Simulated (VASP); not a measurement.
# SnO in VASP: a series of runs

Runs on SnO. Level: PBE+D3(BJ). Tasks: single point, relaxation of the atoms.

Everything below comes from runs of VASP 6.6.1. Logs are shortened: lines on timing, memory, paths and dates and some standing lists are left out, and cuts for length are marked.

**1. The cell of the first run**

The cell holds a slab with vacuum, 4 atoms: a = 3.837 Å, b = 3.837 Å, c = 30.635 Å, α = 90.00°, β = 90.00°, γ = 90.00°.

**2. Single point, PBE+D3(BJ) (atoms taken out)**

File INCAR:

```
SYSTEM = SnO
PREC = Accurate
ENCUT = 520
EDIFF = 1E-6
ISMEAR = 0
SIGMA = 0.02
LREAL = .False.
LASPH = .True.
NELM = 100
ALGO = Normal
ISIF = 2
LWAVE = .False.
LCHARG = .False.
LDIPOL = .True.
IDIPOL = 3
DIPOL = 0.5 0.5 0.500
GGA = PE
IVDW = 12
NBANDS = 28
```

File KPOINTS:

```
Automatic mesh
0
Gamma
  6 6 1
  0 0 0
```

File POSCAR:

```
SnO
1.0
    3.8369227311      0.0000000000      0.0000000000
    0.0000290554      3.8369227310      0.0000000000
    0.0000000000      0.0000000000     30.6349243709
Sn O
2 2
Direct
    0.7499904119      0.2500095881      0.4621761399
    0.2499904119      0.7500095881      0.5378238601
    0.2500040703      0.2499959297      0.5000000000
    0.7500040703      0.7499959297      0.5000000000
```

Potentials or basis: VASP PAW PBE potentials, release 64 (Sn_d, O).

Command:

```bash
$ cat potpaw_PBE.64/Sn_d/POTCAR potpaw_PBE.64/O/POTCAR > POTCAR
$ mpirun -np 1 vasp_std > vasp.out
```

OUTCAR:

```text
SYSTEM = SnO
   PREC = Accurate
   ENCUT = 520
   EDIFF = 1E-6
   ISMEAR = 0
   LREAL = .False.
   LASPH = .True.
   NELM = 100
   ISIF = 2
   GGA = PE
   IVDW = 12
 IVDW          = 12

 ion  position               nearest neighbor table
   1  0.750  0.250  0.462-   3 2.24   4 2.24   3 2.24   4 2.24   2 3.57   2 3.57   2 3.57   2 3.57

   2  0.250  0.750  0.538-   4 2.24   3 2.24   4 2.24   3 2.24   1 3.57   1 3.57   1 3.57   1 3.57

   3  0.250  0.250  0.500-   1 2.24   2 2.24   1 2.24   2 2.24
   4  0.750  0.750  0.500-   2 2.24   1 2.24   2 2.24   1 2.24

  LATTYP: Found a simple tetragonal cell.
 ALAT       =     3.8369227311
 C/A-ratio  =     7.9842432381

  Lattice vectors:

 A1 = (   3.8369227311,   0.0000000000,   0.0000000000)
 A2 = (   0.0000290554,   3.8369227310,   0.0000000000)
 A3 = (   0.0000000000,   0.0000000000,  30.6349243709)

Analysis of symmetry for initial positions (statically):
=====================================================================
 Subroutine PRICEL returns:
 Original cell was already a primitive cell.

 Routine SETGRP: Setting up the symmetry group for a
 simple tetragonal supercell.

 Subroutine GETGRP returns: Found  4 space group operations
 (whereof  2 operations were pure point group operations)
 out of a pool of 16 trial point group operations.

The static configuration has the point symmetry C_1h.
 The point group associated with its full space group is C_2v.

Analysis of symmetry for dynamics (positions and initial velocities):
=====================================================================
 Subroutine PRICEL returns:
 Original cell was already a primitive cell.

 Routine SETGRP: Setting up the symmetry group for a
 simple tetragonal supercell.

 Subroutine GETGRP returns: Found  4 space group operations
 (whereof  2 operations were pure point group operations)
 out of a pool of 16 trial point group operations.

The dynamic configuration has the point symmetry C_1h.
 The point group associated with its full space group is C_2v.

 Subroutine INISYM returns: Found  4 space group operations
 (whereof  2 operations are pure point group operations),
 and found     1 'primitive' translations

----------------------------------------------------------------------------------------

                                     Primitive cell

  volume of cell :     451.0066

  direct lattice vectors                    reciprocal lattice vectors
     3.836922731  0.000000000  0.000000000     0.260625525 -0.000001974  0.000000000
     0.000029055  3.836922731  0.000000000     0.000000000  0.260625525  0.000000000
     0.000000000  0.000000000 30.634924371     0.000000000  0.000000000  0.032642483

  length of vectors
     3.836922731  3.836922731 30.634924371     0.260625525  0.260625525  0.032642483

  position of ions in fractional coordinates (direct lattice)
     0.749990412  0.250009588  0.462176140
     0.249990412  0.750009588  0.537823860
     0.250004070  0.249995930  0.500000000
     0.750004070  0.749995930  0.500000000

  ion indices of the primitive-cell ions
   primitive index   ion index
                 1           1
                 2           2
                 3           3
                 4           4

----------------------------------------------------------------------------------------

 KPOINTS: Automatic mesh

Automatic generation of k-mesh.
 Grid dimensions read from file:
 generate k-points for:    6    6    1

 Generating k-lattice:

  Cartesian coordinates                     Fractional coordinates (reciprocal lattice)
     0.043437587 -0.000000329  0.000000000     0.166666667 -0.000000000  0.000000000
     0.000000000  0.043437587  0.000000000     0.000000000  0.166666667  0.000000000
     0.000000000  0.000000000  0.032642483     0.000000000  0.000000000  1.000000000

  Length of vectors
     0.043437587  0.043437587  0.032642483

  Shift w.r.t. Gamma in fractional coordinates (k-lattice)
     0.000000000  0.000000000  0.000000000

 Subroutine IBZKPT returns following result:
 ===========================================

 Found     13 irreducible k-points:

 Following reciprocal coordinates:
            Coordinates               Weight
  0.000000  0.000000  0.000000      1.000000
  0.166667  0.000000  0.000000      4.000000
  0.333333 -0.000000  0.000000      4.000000
  0.500000 -0.000000  0.000000      2.000000
  0.166667  0.166667  0.000000      2.000000
 -0.166667  0.166667  0.000000      2.000000
  0.333333  0.166667  0.000000      4.000000
 -0.166667  0.333333  0.000000      4.000000
  0.500000  0.166667  0.000000      4.000000
  0.333333  0.333333  0.000000      2.000000
 -0.333333  0.333333  0.000000      2.000000
  0.500000  0.333333  0.000000      4.000000
  0.500000  0.500000  0.000000      1.000000
   k-points           NKPTS =     13   k-points in BZ     NKDIM =     13   number of bands    NBANDS=     28
   number of dos      NEDOS =    301   number of ions     NIONS =      4
   total plane-waves  NPLWV = 216000
   dimension x,y,z NGX =    30 NGY =   30 NGZ =  240
   dimension x,y,z NGXF=    60 NGYF=   60 NGZF=  480
   ions per type =               2   2
   NGX,Y,Z   is equivalent  to a cutoff of  13.00, 13.00, 13.02 a.u.
   NGXF,Y,Z  is equivalent  to a cutoff of  26.00, 26.00, 26.05 a.u.
 SYSTEM =  SnO
   PREC   = accura    normal or accurate (medium, high low for compatibility)
   ISTART =      0    job   : 0-new  1-cont  2-samecut
   ICHARG =      2    charge: 1-file 2-atom 10-const
   ISPIN  =      1    spin polarized calculation?
   LNONCOLLINEAR =      F non collinear calculations
   LSORBIT =      F    spin-orbit coupling
   LASPH  =      T    aspherical Exc in radial PAW
   ENCUT  =  520.0 eV  38.22 Ry    6.18 a.u.   7.13  7.13 56.96*2*pi/ulx,y,z
   NELM   =    100;   NELMIN=  2; NELMDL= -5     # of ELM steps
   EDIFF  = 0.1E-05   stopping-criterion for ELM
   LREAL  =      F    real-space projection
   EDIFFG = 0.1E-04   stopping-criterion for IOM
   NSW    =      0    number of steps for IOM
   IBRION =     -1    ionic relax: 0-MD 1-quasi-New 2-CG
   NFREE  =      0    steps in history (QN), initial steepest desc. (CG)
   ISIF   =      2    stress and relaxation
   ISYM   =      2    0-nonsym 1-usesym 2-fastsym
   POTIM  = 0.5000    time-step for ionic-motion
   TEBEG  =    0.0;   TEEND  =   0.0 temperature during run
   PSTRESS=    0.0 pullay stress
   NELECT =      40.0000    total number of electrons
   NUPDOWN=      -1.0000    fix difference up-down
   EMIN   =  10.00;   EMAX   =-10.00  energy-range for DOS
   EFERMI =   0.00;   METHOD = LEGACY
   ISMEAR =     0;   SIGMA  =   0.02  broadening in eV -4-tet -1-fermi 0-gaus
   EFERMI_NEDOS =   21; number of points for ismear=-14 and -15
   IALGO  =     38    algorithm
   IMIX   =      4    mixing-type and parameters
     AMIX     =   0.40;   BMIX     =  1.00
     AMIX_MAG =   1.60;   BMIX_MAG =  1.00
  volume/ion in A,a.u.               =     112.75       760.89
  Fermi-wavevector in a.u.,A,eV,Ry     =   0.730075  1.379641  7.252025  0.533009
  Thomas-Fermi vector in A             =   1.821954
   LORBIT       =      0    0 simple, 1 ext, 2 COOP (PROOUT), +10 PAW based schemes
   GGA     = PE    functional components
   LHFCALC =     F    Hartree Fock is set to
   AEXX    =    0.0000 exact exchange contribution
   IVDW    =    12    specifies the selected vdW correction
   LEPSILON=     F    determine dielectric tensor
   LRPA    =     F    only Hartree local field effects (RPA)
 non-spin polarized calculation
 Gauss-broadening in eV      SIGMA  =   0.02
  energy-cutoff  :      520.00
  volume of cell :      451.01
 maximum number of plane-waves:     12252
 NGX is ok and might be reduce to    30
   NGX = 15   NGY = 15   NGZ =113

 number of electron      40.0000023 magnetization

 dipolmoment           0.000000      0.000000     -0.000000 electrons x Angstroem

 Free energy of the ion-electron system (eV)
  ---------------------------------------------------
  ext. energy  EPLUGINS =         0.00000000
  ---------------------------------------------------
  free energy    TOTEN  =       -22.57167454 eV

  energy without entropy =      -22.57167454  energy(sigma->0) =      -22.57167454

 E-fermi :  -3.4905     XC(G=0):  -2.0783

 val. band max:       -3.5909771061   @ k =  -0.1667   0.1667   0.0000
 cond. band min:      -0.6211747004   @ k =   0.0000   0.0000   0.0000
 fundamental gap:      2.9698024058
 Fermi energy:        -3.4904840205

 k-point     1 :       0.0000    0.0000    0.0000
  band No.  band energies     occupation
      1     -24.2530      2.00000
      2     -23.8639      2.00000
      3     -23.8373      2.00000
      4     -23.8373      2.00000
      5     -23.8150      2.00000
      6     -23.7917      2.00000
[... 20 lines left out ...]
     27       1.9958      0.00000
     28       2.1983      0.00000

 k-point     2 :       0.1667    0.0000    0.0000
  band No.  band energies     occupation
      1     -24.2404      2.00000
      2     -23.8790      2.00000
      3     -23.8390      2.00000
      4     -23.8342      2.00000
      5     -23.8286      2.00000
      6     -23.8215      2.00000
[... 20 lines left out ...]
     27       2.2733      0.00000
     28       2.4163      0.00000

 k-point     3 :       0.3333   -0.0000    0.0000
  band No.  band energies     occupation
      1     -24.2046      2.00000
      2     -24.0199      2.00000
      3     -23.8425      2.00000
      4     -23.8341      2.00000
      5     -23.8253      2.00000
      6     -23.8194      2.00000
[... 275 lines left out ...]
      3     -23.8319      2.00000
      4     -23.8319      2.00000
      5     -23.8090      2.00000
      6     -23.8090      2.00000
[... 20 lines left out ...]
     27       3.9180      0.00000
     28       3.9180      0.00000

 k-point    13 :       0.5000    0.5000    0.0000
  band No.  band energies     occupation
      1     -24.1858      2.00000
      2     -24.1858      2.00000
      3     -23.8336      2.00000
      4     -23.8336      2.00000
      5     -23.7987      2.00000
      6     -23.7987      2.00000
[... 20 lines left out ...]
     27       3.8497      0.00000
     28       3.8497      0.00000

------------------------ aborting loop because EDIFF is reached ----------------------------------------

 vacuum level on the upper side and lower side of the slab       (xc-potential included)        -0.006        -0.006

 Edisp (eV)   -0.54532

 E8    (eV) :    -0.2467

  FORCE on cell =-STRESS in cart. coord.  units (eV):
  Direction    XX          YY          ZZ          XY          YZ          ZX
  --------------------------------------------------------------------------------------
  -------------------------------------------------------------------------------------
  Total       0.21986     0.21986     0.88407    -0.00026     0.00000     0.00000
  in kB       0.78105     0.78105     3.14061    -0.00093     0.00000     0.00000
  external pressure =        1.57 kB  Pullay stress =        0.00 kB

 VOLUME and BASIS-vectors are now :
 -----------------------------------------------------------------------------
  energy-cutoff  :      520.00
  volume of cell :      451.01
      direct lattice vectors                 reciprocal lattice vectors
     3.836922731  0.000000000  0.000000000     0.260625525 -0.000001974  0.000000000
     0.000029055  3.836922731  0.000000000     0.000000000  0.260625525  0.000000000
     0.000000000  0.000000000 30.634924371     0.000000000  0.000000000  0.032642483

 POSITION                                       TOTAL-FORCE (eV/Angst)
 -----------------------------------------------------------------------------------
      2.87766      0.95927     14.15873         0.000186     -0.000186     -0.410030
      0.95922      2.87773     16.47619         0.000186     -0.000186      0.410030
      0.95925      0.95922     15.31746        -0.000186      0.000186      0.000000
      2.87773      2.87768     15.31746        -0.000186      0.000186      0.000000
 -----------------------------------------------------------------------------------
    total drift:                                0.000003     -0.000003      0.000000

  FREE ENERGIE OF THE ION-ELECTRON SYSTEM (eV)
  ---------------------------------------------------
  free  energy   TOTEN  =       -23.1169985634 eV

  energy  without entropy=      -23.1169985634  energy(sigma->0) =      -23.11699856

 vacuum level on the upper side and lower side of the slab         1.775         1.775
```

Run time: 8.2 min. Hardware: 1 thread of Intel Xeon 8259CL, shared host; peak memory 0.57 GiB.

What came out:

```yaml
Free_energy: -23.1170 eV
Largest_force: 0.410 eV/Å
Band_gap_on_the_k_mesh: 2.97 eV (least direct gap 3.01 eV)
Dispersion_energy_per_atom: -0.136 eV
```

Forces on the atoms (eV/Å):
```
Sn   0.000  0.000 -0.410
Sn   0.000  0.000  0.410
O    0.000  0.000  0.000
O    0.000  0.000  0.000
```

Caveat: the cell differs from its parent crystal (atoms taken out); spin-orbit coupling is left out, which moves the levels of the heavy elements.

(Continued in part 2 of 2.)
